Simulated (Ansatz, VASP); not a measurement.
**TaN: VASP beside Ansatz**

```
CELL_PARAMETERS angstrom
2.74983 0.00000 0.00000
0.00000 2.74983 0.00000
0.00000 0.00000 2.74983
ATOMIC_POSITIONS crystal
Ta 0.00000 0.00000 0.00000
N 0.50000 0.50000 0.50000
```

Alike in both runs: functional PBE; k mesh 14 × 14 × 14; occupations fermi-dirac, width 0.05 eV; no spin polarisation.

Ansatz relaxed the structure, and its values are those at the end. VASP's run is a single point on that final structure, the one shown.

```csv
,VASP,Ansatz
version,VASP 6.6.1,Ansatz 0.2.0
potentials or method,"VASP PAW PBE potentials, release 64 (Ta_pv, N)","PAW with Ansatz's default frozen-core files, scalar-relativistic"
plane-wave cutoff (eV),520,420
valence electrons in the cell,16,18
```

VASP gave:

| Quantity | Value |
| --- | --- |
| pressure (GPa) | 0.7 |

Question: What did Ansatz give for the same quantities?

Answer: Pressure (GPa): 0.0.

VASP's potentials hold 16 valence electrons a cell and Ansatz's 18, so a difference there can come from the potentials and not from the codes.

Spin-orbit coupling is off throughout.
